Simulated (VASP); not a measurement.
# FeSi (P2_13) in VASP: relaxation of the atoms with PBEsol

Aim: the relaxation of the atoms of FeSi with PBEsol.

All numbers are computed with VASP 6.6.1; they aren't measurements. Logs are shortened: lines on timing, memory, paths and dates and some standing lists are left out, and cuts for length are marked.

## Step 1: The cell of the first run

The structure is cubic, space group P2_13 (No. 198). Conventional cell: a = 4.359 Å, b = 4.359 Å, c = 4.359 Å, α = 90.00°, β = 90.00°, γ = 90.00°. Within 3.0 Å of Fe (site symmetry 3) lie 7 Si at 2.23 to 2.45 Å and 6 Fe at 2.67 Å. Within 3.0 Å of Si (site symmetry 3) lie 7 Fe at 2.23 to 2.45 Å and 6 Si at 2.70 Å.

## Step 2: Relaxation of the atoms, PBEsol (10.35 Å³/atom)

File INCAR:

```
SYSTEM = FeSi
PREC     = Accurate       ! precision mode
ENCUT    = 520            ! plane-wave cutoff, eV
EDIFF    = 1E-6           ! SCF threshold, eV
ISMEAR   = 0              ! smearing method
SIGMA    = 0.01           ! smearing width, eV
LREAL    = .FALSE.        ! projectors in reciprocal space
LASPH    = .TRUE.         ! aspherical terms in the spheres
NELM     = 100            ! most SCF steps
ALGO     = Normal         ! electronic algorithm
ISIF     = 2              ! what is computed and relaxed
LWAVE    = .FALSE.        ! write WAVECAR
LCHARG   = .FALSE.        ! write CHGCAR
GGA      = PS             ! functional
IBRION   = 2              ! ionic algorithm
NSW      = 50             ! ionic steps
EDIFFG   = -0.01          ! ionic threshold
```

File KPOINTS:

```
Automatic mesh
0
G
  8 8 8
  0 0 0
```

File POSCAR:

```
FeSi
1.0
    4.3587972429      0.0000000000      0.0000000000
    0.0000000000      4.3587972429      0.0000000000
    0.0000000000      0.0000000000      4.3587972429
Fe Si
4 4
Direct
    0.1368592080      0.1368592080      0.1368592080
    0.3631407920      0.8631407920      0.6368592080
    0.6368592080      0.3631407920      0.8631407920
    0.8631407920      0.6368592080      0.3631407920
    0.8409915082      0.8409915082      0.8409915082
    0.6590084918      0.1590084918      0.3409915082
    0.3409915082      0.6590084918      0.1590084918
    0.1590084918      0.3409915082      0.6590084918
```

Potentials or basis: VASP PAW PBE potentials, release 64 (Fe, Si).

On the command line:

```
$ cat potpaw_PBE.64/Fe/POTCAR potpaw_PBE.64/Si/POTCAR > POTCAR
$ mpirun -np 1 vasp_std > vasp.out
```

OUTCAR:

```text
SYSTEM = FeSi
   PREC = Accurate
   ENCUT = 520
   EDIFF = 1E-6
   ISMEAR = 0
   LREAL = .FALSE.
   LASPH = .TRUE.
   NELM = 100
   ISIF = 2
   GGA = PS
   IBRION = 2
   NSW = 50
   EDIFFG = -0.01

 ion  position               nearest neighbor table
   1  0.137  0.137  0.137-   5 2.23   6 2.27   7 2.27   8 2.27   7 2.45   8 2.45   6 2.45   3 2.67
                             4 2.67   2 2.67   2 2.67   4 2.67   3 2.67
   2  0.363  0.863  0.637-   6 2.23   5 2.27   7 2.27   8 2.27   7 2.45   8 2.45   5 2.45   1 2.67
                             1 2.67   3 2.67   3 2.67   4 2.67   4 2.67
   3  0.637  0.363  0.863-   7 2.23   6 2.27   5 2.27   8 2.27   8 2.45   6 2.45   5 2.45   1 2.67
                             4 2.67   2 2.67   2 2.67   4 2.67   1 2.67
   4  0.863  0.637  0.363-   8 2.23   6 2.27   7 2.27   5 2.27   6 2.45   5 2.45   7 2.45   1 2.67
                             3 2.67   2 2.67   1 2.67   2 2.67   3 2.67
   5  0.841  0.841  0.841-   1 2.23   2 2.27   3 2.27   4 2.27   3 2.45   4 2.45   2 2.45   6 2.70
                             7 2.70   8 2.70   6 2.70   8 2.70   7 2.70
   6  0.659  0.159  0.341-   2 2.23   1 2.27   3 2.27   4 2.27   3 2.45   4 2.45   1 2.45   8 2.70
                             5 2.70   5 2.70   7 2.70   7 2.70   8 2.70
   7  0.341  0.659  0.159-   3 2.23   2 2.27   1 2.27   4 2.27   4 2.45   2 2.45   1 2.45   8 2.70
                             5 2.70   8 2.70   6 2.70   6 2.70   5 2.70
   8  0.159  0.341  0.659-   4 2.23   2 2.27   3 2.27   1 2.27   2 2.45   1 2.45   3 2.45   7 2.70
                             5 2.70   7 2.70   5 2.70   6 2.70   6 2.70

  LATTYP: Found a simple cubic cell.
 ALAT       =     4.3587972429

  Lattice vectors:

 A1 = (   4.3587972429,   0.0000000000,   0.0000000000)
 A2 = (   0.0000000000,   4.3587972429,   0.0000000000)
 A3 = (   0.0000000000,   0.0000000000,   4.3587972429)

Analysis of symmetry for initial positions (statically):
=====================================================================
 Subroutine PRICEL returns:
 Original cell was already a primitive cell.

 Routine SETGRP: Setting up the symmetry group for a
 simple cubic supercell.

 Subroutine GETGRP returns: Found 12 space group operations
 (whereof  3 operations were pure point group operations)
 out of a pool of 48 trial point group operations.

The static configuration has the point symmetry C_3 .
 The point group associated with its full space group is T   .

Analysis of symmetry for dynamics (positions and initial velocities):
=====================================================================
 Subroutine PRICEL returns:
 Original cell was already a primitive cell.

 Routine SETGRP: Setting up the symmetry group for a
 simple cubic supercell.

[... 130 lines left out ...]
   EMIN   =  10.00;   EMAX   =-10.00  energy-range for DOS
   EFERMI =   0.00;   METHOD = LEGACY
   ISMEAR =     0;   SIGMA  =   0.01  broadening in eV -4-tet -1-fermi 0-gaus
   EFERMI_NEDOS =   21; number of points for ismear=-14 and -15
   IALGO  =     38    algorithm
   IMIX   =      4    mixing-type and parameters
     AMIX     =   0.40;   BMIX     =  1.00
     AMIX_MAG =   1.60;   BMIX_MAG =  1.00
  volume/ion in A,a.u.               =      10.35        69.86
  Fermi-wavevector in a.u.,A,eV,Ry     =   1.364966  2.579412 25.349461  1.863133
  Thomas-Fermi vector in A             =   2.491236
   LORBIT       =      0    0 simple, 1 ext, 2 COOP (PROOUT), +10 PAW based schemes
   GGA     = PS    functional components
   LHFCALC =     F    Hartree Fock is set to
   AEXX    =    0.0000 exact exchange contribution
   IVDW    =     0    specifies the selected vdW correction
   LEPSILON=     F    determine dielectric tensor
   LRPA    =     F    only Hartree local field effects (RPA)
 conjugate gradient relaxation of ions
 non-spin polarized calculation
 Gauss-broadening in eV      SIGMA  =   0.01
  energy-cutoff  :      520.00
  volume of cell :       82.81
 maximum number of plane-waves:      2272
   NGX = 17   NGY = 17   NGZ = 17

--------------------------------------- Ionic step        1  -------------------------------------------

 number of electron      47.9999999 magnetization

 Free energy of the ion-electron system (eV)
  ---------------------------------------------------
  ext. energy  EPLUGINS =         0.00000000
  ---------------------------------------------------
  free energy    TOTEN  =       -63.74689502 eV

  energy without entropy =      -63.74689502  energy(sigma->0) =      -63.74689502

------------------------ aborting loop because EDIFF is reached ----------------------------------------

  FORCE on cell =-STRESS in cart. coord.  units (eV):
  Direction    XX          YY          ZZ          XY          YZ          ZX
  --------------------------------------------------------------------------------------
  -------------------------------------------------------------------------------------
  Total        4.6264832      4.6264832      4.6264832      0.0000000      0.0000000     -0.0000000
  in kB       89.5079413     89.5079413     89.5079413      0.0000000      0.0000000     -0.0000000
  external PRESSURE =      89.5079413 kB  Pullay stress =       0.0000000 kB
[... 71 lines left out ...]
--------------------------------------- Ionic step        3  -------------------------------------------

 number of electron      47.9999965 magnetization

 Free energy of the ion-electron system (eV)
  ---------------------------------------------------
  ext. energy  EPLUGINS =         0.00000000
  ---------------------------------------------------
  free energy    TOTEN  =       -63.75206630 eV

  energy without entropy =      -63.75206630  energy(sigma->0) =      -63.75206630

 E-fermi :  10.4740     XC(G=0): -13.2052

 val. band max:       10.4306608939   @ k =   0.2500   0.1250   0.1250
 cond. band min:      10.5675482128   @ k =   0.3750   0.1250   0.1250
 fundamental gap:      0.1368873190
 Fermi energy:        10.4739805943

 k-point     1 :       0.0000    0.0000    0.0000
  band No.  band energies     occupation
      1      -3.3081      2.00000
      2       2.2605      2.00000
      3       2.2605      2.00000
      4       2.2605      2.00000
      5       5.0997      2.00000
      6       5.0997      2.00000
[... 757 lines left out ...]
     28      12.7941      0.00000
     29      13.1116      0.00000

 [... further k-points ...]

------------------------ aborting loop because EDIFF is reached ----------------------------------------

  FORCE on cell =-STRESS in cart. coord.  units (eV):
  Direction    XX          YY          ZZ          XY          YZ          ZX
  --------------------------------------------------------------------------------------
  -------------------------------------------------------------------------------------
  Total        4.3710175      4.3710175      4.3710175     -0.0000000     -0.0000000      0.0000000
  in kB       84.5654820     84.5654820     84.5654820     -0.0000000     -0.0000000      0.0000000
  external PRESSURE =      84.5654820 kB  Pullay stress =       0.0000000 kB
[... 23 lines left out ...]
  FREE ENERGIE OF THE ION-ELECTRON SYSTEM (eV)
  ---------------------------------------------------
  free  energy   TOTEN  =       -63.7520663007 eV

  energy  without entropy=      -63.7520663007  energy(sigma->0) =      -63.75206630

 reached required accuracy - stopping structural energy minimisation
```

OSZICAR:

```text
N       E                     dE             d eps       ncg     rms          rms(c)
DAV:   1     0.360793090378E+03    0.36079E+03   -0.20290E+04  2610   0.188E+03
DAV:   2    -0.312294034814E+02   -0.39202E+03   -0.38048E+03  2610   0.426E+02
DAV:   3    -0.703358025718E+02   -0.39106E+02   -0.35760E+02  3617   0.149E+02
[... 22 lines left out ...]
DAV:   1    -0.637519238127E+02   -0.37699E-03   -0.24338E-01  2615   0.276E+00    0.927E-02
DAV:   2    -0.637521133266E+02   -0.18951E-03   -0.24620E-03  3680   0.524E-01    0.663E-02
DAV:   3    -0.637520918654E+02    0.21461E-04   -0.28002E-04  4040   0.198E-01    0.470E-02
DAV:   4    -0.637520664648E+02    0.25401E-04   -0.83892E-05  4110   0.989E-02    0.622E-03
DAV:   5    -0.637520663007E+02    0.16410E-06   -0.27793E-06  2026   0.198E-02
   3 F= -.63752066E+02 E0= -.63752066E+02  d E =-.517129E-02
```

CONTCAR:

```text
FeSi
   1.00000000000000
     4.3587972428999997    0.0000000000000000    0.0000000000000000
     0.0000000000000000    4.3587972428999997    0.0000000000000000
     0.0000000000000000    0.0000000000000000    4.3587972428999997
  Fe              Si
     4     4
Direct
     0.1385267069847778    0.1385267069847778    0.1385267069847778
     0.3614732930152222    0.8614732930152222    0.6385267069847778
     0.6385267069847778    0.3614732930152222    0.8614732930152222
     0.8614732930152222    0.6385267069847778    0.3614732930152222
     0.8416289371928855    0.8416289371928855    0.8416289371928855
     0.6583710628071145    0.1583710628071145    0.3416289371928854
     0.3416289371928854    0.6583710628071145    0.1583710628071145
     0.1583710628071145    0.3416289371928854    0.6583710628071145

  0.00000000E+00  0.00000000E+00  0.00000000E+00
  0.00000000E+00  0.00000000E+00  0.00000000E+00
  0.00000000E+00  0.00000000E+00  0.00000000E+00
  0.00000000E+00  0.00000000E+00  0.00000000E+00
  0.00000000E+00  0.00000000E+00  0.00000000E+00
  0.00000000E+00  0.00000000E+00  0.00000000E+00
  0.00000000E+00  0.00000000E+00  0.00000000E+00
  0.00000000E+00  0.00000000E+00  0.00000000E+00
```

Wall time 96 s (1 thread of AMD EPYC 9R45 (Zen 5), shared host); peak memory 0.2 GiB.

What came out:

| Quantity | Value |
| --- | --- |
| Free energy | -63.7521 eV |
| Energy gained by relaxing | 0.6 meV/atom |
| Ionic steps | 3 |
| Pressure after relaxing | 8.5 GPa |
| Band gap on the k mesh | 0.14 eV (least direct gap 0.16 eV) |

The path:
```
step  energy change (eV)  largest force (eV/Å)  pressure (GPa)
   1              0.0000                0.1789            8.95
   2             -0.0047                0.0563            8.56
   3             -0.0052                0.0006            8.46
```

Final structure:
```
Fe Si
1.0
     4.35880    0.00000    0.00000
     0.00000    4.35880    0.00000
     0.00000    0.00000    4.35880
Fe Si
4 4
Cartesian
  0.6038 0.6038 0.6038
  1.5756 3.7550 2.7832
  2.7832 1.5756 3.7550
  3.7550 2.7832 1.5756
  3.6685 3.6685 3.6685
  2.8697 0.6903 1.4891
  1.4891 2.8697 0.6903
  0.6903 1.4891 2.8697
```

Caveat: the PAW data sets were made with another functional, which shifts forces and pressure a little.
